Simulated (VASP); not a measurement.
# Mg2BiN3 (P6/mmm) in VASP: single point with PBE

Aim: the single point of Mg2BiN3 with PBE.

All numbers are computed with VASP 6.6.1; they aren't measurements. Logs are shortened: lines on timing, memory, paths and dates and some standing lists are left out, and cuts for length are marked.

## 1. The cell of the first run

It takes space group P6/mmm (No. 191, hexagonal). The conventional cell has a = 5.668 Å, b = 5.668 Å, c = 3.270 Å, α = 90.00°, β = 90.00°, γ = 120.00°. Mg (site symmetry -6m2) has 6 N at 2.31 Å within 3.1 Å. Bi (site symmetry 6/mmm) has 2 Bi at 3.27 Å and 12 N at 3.27 Å and 6 Mg at 3.27 Å within 4.3 Å. Within 3.1 Å of N (site symmetry mmm) lie 4 Mg at 2.31 Å and 4 N at 2.83 Å.

## 2. Single point, PBE

File INCAR:

```
SYSTEM = Mg2BiN3
  ALGO = Normal
  EDIFF = 1E-6
  ENCUT = 520
  GGA = PE
  ISIF = 2
  ISMEAR = 0
  LASPH = .TRUE.
  LCHARG = .FALSE.
  LREAL = .FALSE.
  LWAVE = .FALSE.
  NBANDS = 26
  NELM = 80
  PREC = Accurate
  SIGMA = 0.1
```

File KPOINTS:

```
k-points
0
G
  6 6 6
  0 0 0
```

File POSCAR:

```
Mg2BiN3
1.0
    5.6679807400      0.0000000000      0.0000000000
   -2.8339903700      4.9086153100      0.0000000000
    0.0000000000      0.0000000000      3.2699515300
Mg Bi N
2 1 3
Direct
    0.3333333300      0.6666666700      0.5000000000
    0.6666666700      0.3333333300      0.5000000000
    0.0000000000      0.0000000000      0.5000000000
    0.0000000000      0.5000000000      0.0000000000
    0.5000000000      0.0000000000      0.0000000000
    0.5000000000      0.5000000000      0.0000000000
```

Potentials or basis: VASP PAW PBE potentials, release 64 (Mg, Bi_d, N).

Started as:

```
$ cat potpaw_PBE.64/Mg/POTCAR potpaw_PBE.64/Bi_d/POTCAR potpaw_PBE.64/N/POTCAR > POTCAR
$ mpirun -np 1 vasp_std > vasp.out
```

OUTCAR:

```text
SYSTEM = Mg2BiN3
   EDIFF = 1E-6
   ENCUT = 520
   GGA = PE
   ISIF = 2
   ISMEAR = 0
   LASPH = .TRUE.
   LREAL = .FALSE.
   NELM = 80
   PREC = Accurate

 ion  position               nearest neighbor table
   1  0.333  0.667  0.500-   4 2.31   4 2.31   5 2.31   5 2.31   6 2.31   6 2.31   3 3.27   2 3.27
                             2 3.27   3 3.27   3 3.27   2 3.27
   2  0.667  0.333  0.500-   4 2.31   4 2.31   5 2.31   5 2.31   6 2.31   6 2.31   3 3.27   1 3.27
                             1 3.27   3 3.27   3 3.27   1 3.27
   3  0.000  0.000  0.500-   1 3.27   2 3.27   2 3.27   1 3.27   2 3.27   1 3.27
   4  0.000  0.500  0.000-   1 2.31   2 2.31   1 2.31   2 2.31
   5  0.500  0.000  0.000-   1 2.31   2 2.31   1 2.31   2 2.31
   6  0.500  0.500  0.000-   1 2.31   2 2.31   1 2.31   2 2.31

  LATTYP: Found a hexagonal cell.
 ALAT       =     5.6679807400
 C/A-ratio  =     0.5769164858

  Lattice vectors:

 A1 = (   5.6679807400,   0.0000000000,   0.0000000000)
 A2 = (  -2.8339903700,   4.9086153100,   0.0000000000)
 A3 = (   0.0000000000,   0.0000000000,   3.2699515300)

Analysis of symmetry for initial positions (statically):
=====================================================================
 Subroutine PRICEL returns:
 Original cell was already a primitive cell.

 Routine SETGRP: Setting up the symmetry group for a
 hexagonal supercell.

 Subroutine GETGRP returns: Found 24 space group operations
 (whereof 24 operations were pure point group operations)
 out of a pool of 24 trial point group operations.

The static configuration has the point symmetry D_6h.

Analysis of symmetry for dynamics (positions and initial velocities):
=====================================================================
 Subroutine PRICEL returns:
 Original cell was already a primitive cell.

 Routine SETGRP: Setting up the symmetry group for a
 hexagonal supercell.

 Subroutine GETGRP returns: Found 24 space group operations
 (whereof 24 operations were pure point group operations)
 out of a pool of 24 trial point group operations.

The dynamic configuration has the point symmetry D_6h.

 Subroutine INISYM returns: Found 24 space group operations
 (whereof 24 operations are pure point group operations),
 and found     1 'primitive' translations

----------------------------------------------------------------------------------------

                                     Primitive cell

  volume of cell :      90.9764

  direct lattice vectors                    reciprocal lattice vectors
     5.667980740  0.000000000  0.000000000     0.176429675  0.101861720  0.000000000
    -2.833990370  4.908615310  0.000000000     0.000000000  0.203723441  0.000000000
     0.000000000  0.000000000  3.269951530     0.000000000  0.000000000  0.305814931

  length of vectors
     5.667980740  5.667980741  3.269951530     0.203723441  0.203723441  0.305814931

  position of ions in fractional coordinates (direct lattice)
     0.333333330  0.666666670  0.500000000
     0.666666670  0.333333330  0.500000000
     0.000000000  0.000000000  0.500000000
     0.000000000  0.500000000  0.000000000
     0.500000000  0.000000000  0.000000000
     0.500000000  0.500000000  0.000000000

  ion indices of the primitive-cell ions
   primitive index   ion index
                 1           1
                 2           2
                 3           3
                 4           4
                 5           5
                 6           6

----------------------------------------------------------------------------------------

 KPOINTS: k-points

Automatic generation of k-mesh.
 Grid dimensions read from file:
 generate k-points for:    6    6    6

 Generating k-lattice:

  Cartesian coordinates                     Fractional coordinates (reciprocal lattice)
     0.029404946  0.016976953  0.000000000     0.166666667 -0.000000000  0.000000000
     0.000000000  0.033953907  0.000000000     0.000000000  0.166666667  0.000000000
     0.000000000  0.000000000  0.050969155     0.000000000  0.000000000  0.166666667

  Length of vectors
     0.033953907  0.033953907  0.050969155

  Shift w.r.t. Gamma in fractional coordinates (k-lattice)
     0.000000000  0.000000000  0.000000000

 Subroutine IBZKPT returns following result:
 ===========================================

 Found     28 irreducible k-points:

 Following reciprocal coordinates:
            Coordinates               Weight
  0.000000  0.000000  0.000000      1.000000
  0.166667 -0.000000  0.000000      6.000000
  0.333333  0.000000  0.000000      6.000000
  0.500000  0.000000  0.000000      3.000000
  0.166667  0.166667  0.000000      6.000000
  0.333333  0.166667  0.000000     12.000000
[... 16 lines left out ...]
  0.166667 -0.000000  0.500000      6.000000
  0.333333  0.000000  0.500000      6.000000
 [... further k-points ...]
   k-points           NKPTS =     28   k-points in BZ     NKDIM =     28   number of bands    NBANDS=     26
   number of dos      NEDOS =    301   number of ions     NIONS =      6
   total plane-waves  NPLWV =  42336
   dimension x,y,z NGX =    42 NGY =   42 NGZ =   24
   dimension x,y,z NGXF=    84 NGYF=   84 NGZF=   48
   ions per type =               2   1   3
   NGX,Y,Z   is equivalent  to a cutoff of  12.32, 12.32, 12.20 a.u.
   NGXF,Y,Z  is equivalent  to a cutoff of  24.64, 24.64, 24.40 a.u.
 SYSTEM =  Mg2BiN3
   PREC   = accura    normal or accurate (medium, high low for compatibility)
   ISTART =      0    job   : 0-new  1-cont  2-samecut
   ICHARG =      2    charge: 1-file 2-atom 10-const
   ISPIN  =      1    spin polarized calculation?
   LNONCOLLINEAR =      F non collinear calculations
   LSORBIT =      F    spin-orbit coupling
   LASPH  =      T    aspherical Exc in radial PAW
   ENCUT  =  520.0 eV  38.22 Ry    6.18 a.u.  10.54 10.54  6.08*2*pi/ulx,y,z
   NELM   =     80;   NELMIN=  2; NELMDL= -5     # of ELM steps
   EDIFF  = 0.1E-05   stopping-criterion for ELM
   LREAL  =      F    real-space projection
   EDIFFG = 0.1E-04   stopping-criterion for IOM
   NSW    =      0    number of steps for IOM
   IBRION =     -1    ionic relax: 0-MD 1-quasi-New 2-CG
   NFREE  =      0    steps in history (QN), initial steepest desc. (CG)
   ISIF   =      2    stress and relaxation
   ISYM   =      2    0-nonsym 1-usesym 2-fastsym
   POTIM  = 0.5000    time-step for ionic-motion
   TEBEG  =    0.0;   TEEND  =   0.0 temperature during run
   PSTRESS=    0.0 pullay stress
   NELECT =      34.0000    total number of electrons
   NUPDOWN=      -1.0000    fix difference up-down
   EMIN   =  10.00;   EMAX   =-10.00  energy-range for DOS
   EFERMI =   0.00;   METHOD = LEGACY
   ISMEAR =     0;   SIGMA  =   0.10  broadening in eV -4-tet -1-fermi 0-gaus
   EFERMI_NEDOS =   21; number of points for ismear=-14 and -15
   IALGO  =     38    algorithm
   IMIX   =      4    mixing-type and parameters
     AMIX     =   0.40;   BMIX     =  1.00
     AMIX_MAG =   1.60;   BMIX_MAG =  1.00
  volume/ion in A,a.u.               =      15.16       102.32
  Fermi-wavevector in a.u.,A,eV,Ry     =   1.179211  2.228386 18.919431  1.390539
  Thomas-Fermi vector in A             =   2.315526
   LORBIT       =      0    0 simple, 1 ext, 2 COOP (PROOUT), +10 PAW based schemes
   GGA     = PE    functional components
   LHFCALC =     F    Hartree Fock is set to
   AEXX    =    0.0000 exact exchange contribution
   IVDW    =     0    specifies the selected vdW correction
   LEPSILON=     F    determine dielectric tensor
   LRPA    =     F    only Hartree local field effects (RPA)
 non-spin polarized calculation
 Gauss-broadening in eV      SIGMA  =   0.10
  energy-cutoff  :      520.00
  volume of cell :       90.98
 maximum number of plane-waves:      2478
   NGX = 21   NGY = 21   NGZ = 13

 number of electron      34.0000001 magnetization

 Free energy of the ion-electron system (eV)
  ---------------------------------------------------
  ext. energy  EPLUGINS =         0.00000000
  ---------------------------------------------------
  free energy    TOTEN  =       -27.25259128 eV

  energy without entropy =      -27.22728732  energy(sigma->0) =      -27.23993930

 E-fermi :   4.5096     XC(G=0): -10.2415

 val. band max:        4.4704938133   @ k =   0.3333   0.3333   0.5000
 cond. band min:       4.5128353226   @ k =   0.1667  -0.0000   0.1667
 fundamental gap:      0.0423415093
 Fermi energy:         4.5096045624

 k-point     1 :       0.0000    0.0000    0.0000
  band No.  band energies     occupation
      1     -19.1469      2.00000
      2     -19.0663      2.00000
      3     -19.0663      2.00000
      4     -18.9469      2.00000
      5     -18.9469      2.00000
      6      -9.7561      2.00000
[... 18 lines left out ...]
     25      13.9775      0.00000
     26      14.2414      0.00000

 k-point     2 :       0.1667   -0.0000    0.0000
  band No.  band energies     occupation
      1     -19.1469      2.00000
      2     -19.0663      2.00000
      3     -19.0660      2.00000
      4     -18.9469      2.00000
      5     -18.9469      2.00000
      6      -9.6433      2.00000
[... 18 lines left out ...]
     25      14.0174      0.00000
     26      14.3976      0.00000

 k-point     3 :       0.3333    0.0000    0.0000
  band No.  band energies     occupation
      1     -19.1467      2.00000
      2     -19.0663      2.00000
      3     -19.0654      2.00000
      4     -18.9470      2.00000
      5     -18.9469      2.00000
      6      -9.3196      2.00000
[... 18 lines left out ...]
     25      13.5694      0.00000
     26      14.2959      0.00000

 k-point     4 :       0.5000    0.0000    0.0000
  band No.  band energies     occupation
      1     -19.1466      2.00000
      2     -19.0662      2.00000
      3     -19.0651      2.00000
      4     -18.9470      2.00000
      5     -18.9469      2.00000
      6      -8.9158      2.00000
[... 18 lines left out ...]
     25      13.0715      0.00000
     26      13.5584      0.00000

 k-point     5 :       0.1667    0.1667    0.0000
  band No.  band energies     occupation
      1     -19.1467      2.00000
      2     -19.0662      2.00000
      3     -19.0656      2.00000
      4     -18.9470      2.00000
      5     -18.9469      2.00000
      6      -9.4247      2.00000
[... 18 lines left out ...]
     25      13.8084      0.00000
     26      14.1138      0.00000

 k-point     6 :       0.3333    0.1667    0.0000
  band No.  band energies     occupation
      1     -19.1466      2.00000
      2     -19.0661      2.00000
      3     -19.0653      2.00000
      4     -18.9470      2.00000
      5     -18.9470      2.00000
      6      -9.0256      2.00000
[... 427 lines left out ...]
 k-point    21 :       0.3333    0.3333    0.3333
  band No.  band energies     occupation
      1     -19.0590      2.00000
      2     -19.0590      2.00000
      3     -19.0101      2.00000
      4     -19.0101      2.00000
      5     -18.9506      2.00000
      6      -8.2279      2.00000
[... 18 lines left out ...]
     25      13.3810      0.00000
     26      13.3810      0.00000

 k-point    22 :       0.0000    0.0000    0.5000
  band No.  band energies     occupation
      1     -19.0571      2.00000
      2     -19.0571      2.00000
      3     -19.0302      2.00000
      4     -19.0302      2.00000
      5     -18.8853      2.00000
      6      -8.7057      2.00000
[... 18 lines left out ...]
     25      13.9553      0.00000
     26      14.6041      0.00000

 k-point    23 :       0.1667   -0.0000    0.5000
  band No.  band energies     occupation
      1     -19.0571      2.00000
      2     -19.0570      2.00000
      3     -19.0304      2.00000
      4     -19.0303      2.00000
      5     -18.8852      2.00000
      6      -8.6335      2.00000
[... 18 lines left out ...]
     25      13.7633      0.00000
     26      13.8675      0.00000

 k-point    24 :       0.3333    0.0000    0.5000
  band No.  band energies     occupation
      1     -19.0571      2.00000
      2     -19.0566      2.00000
      3     -19.0309      2.00000
      4     -19.0304      2.00000
      5     -18.8849      2.00000
      6      -8.4388      2.00000
[... 18 lines left out ...]
     25      12.8426      0.00000
     26      13.2550      0.00000

 [... further k-points ...]
[... 5 lines left out ...]
  --------------------------------------------------------------------------------------
  -------------------------------------------------------------------------------------
  Total       -6.0145437     -6.0145437     -9.6725270      0.0000000      0.0000000     -0.0000000
  in kB     -105.9216143   -105.9216143   -170.3420437      0.0000000      0.0000000     -0.0000000
  external PRESSURE =    -127.3950908 kB  Pullay stress =       0.0000000 kB

 VOLUME and BASIS-vectors are now :
 -----------------------------------------------------------------------------
  energy-cutoff  :      520.00
  volume of cell :       90.98
      direct lattice vectors                 reciprocal lattice vectors
     5.667980740  0.000000000  0.000000000     0.176429675  0.101861720  0.000000000
    -2.833990370  4.908615310  0.000000000     0.000000000  0.203723441  0.000000000
     0.000000000  0.000000000  3.269951530     0.000000000  0.000000000  0.305814931

 POSITION                                       TOTAL-FORCE (eV/Angst)
 -----------------------------------------------------------------------------------
     -0.00000      3.27241      1.63498         0.000000      0.000000     -0.000000
      2.83399      1.63621      1.63498        -0.000000      0.000000      0.000000
      0.00000      0.00000      1.63498         0.000000      0.000000     -0.000000
     -1.41700      2.45431      0.00000         0.000000      0.000000     -0.000000
      2.83399      0.00000      0.00000         0.000000      0.000000     -0.000000
      1.41700      2.45431      0.00000         0.000000      0.000000     -0.000000
 -----------------------------------------------------------------------------------
    total drift:                                0.000000      0.000000     -0.000000

  FREE ENERGIE OF THE ION-ELECTRON SYSTEM (eV)
  ---------------------------------------------------
  free  energy   TOTEN  =       -27.2525912750 eV

  energy  without entropy=      -27.2272873163  energy(sigma->0) =      -27.23993930
```

Run time: 48 s. Hardware: 1 thread of Intel Xeon Platinum 8375C at 2.90GHz (Ice Lake), shared host; peak memory 0.23 GiB.

Results:

```yaml
Free_energy: -27.2526 eV
Pressure: -12.7 GPa
Band_gap_on_the_k_mesh: zero (band 17 reaches 4.84 eV, above the bottom of band 18 at 4.02 eV)
```

Levels at points of the mesh, in eV from the Fermi level:
```tsv
k point	band 13	band 14	band 15	band 16	band 17	band 18	band 19	band 20	band 21	band 22
(0.00, 0.00, 0.00)	-1.34	-0.32	-0.32	0.31	0.31	0.32	2.35	2.35	3.96	4.99
(0.50, 0.00, 0.00)	-1.36	-1.23	-0.94	-0.94	-0.71	-0.33	0.48	1.85	4.62	5.45
(0.00, 0.00, 0.50)	-2.62	-2.62	-2.30	-2.30	-0.49	-0.49	0.60	0.68	0.68	5.18
(0.50, 0.00, 0.50)	-3.14	-2.61	-1.43	-1.11	-0.88	0.23	0.66	0.71	2.03	5.99
```

Caveat: spin-orbit coupling is left out, which moves the levels of the heavy elements.
